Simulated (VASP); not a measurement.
A run of VASP 6.6.1 is set up as follows.

INCAR

```
SYSTEM = Cu
ALGO = Normal
EDIFF = 1E-6
ENCUT = 520
GGA = CA
ISIF = 2
ISMEAR = -1
LASPH = .True.
LCHARG = .False.
LREAL = .False.
LWAVE = .False.
NBANDS = 12
NELM = 100
PREC = Accurate
SIGMA = 0.1
```

KPOINTS

```
k-points
0
Gamma
  25 25 25
  0 0 0
```

The input POSCAR:

```
Cu
1.0
    0.0000000000      1.8265327586      1.8265327586
    1.8265327586      0.0000000000      1.8265327586
    1.8265327586      1.8265327586      0.0000000000
Cu
1
Direct
    0.0000000000      0.0000000000      0.0000000000
```

Potentials or basis: VASP PAW LDA potentials, release 64 (Cu).

The run is started by

```bash
$ cat potpaw_LDA.64/Cu/POTCAR > POTCAR
$ mpirun -np 1 vasp_std > vasp.out
```

Problem. Estimate the pressure.

Solution. -15.3 GPa.
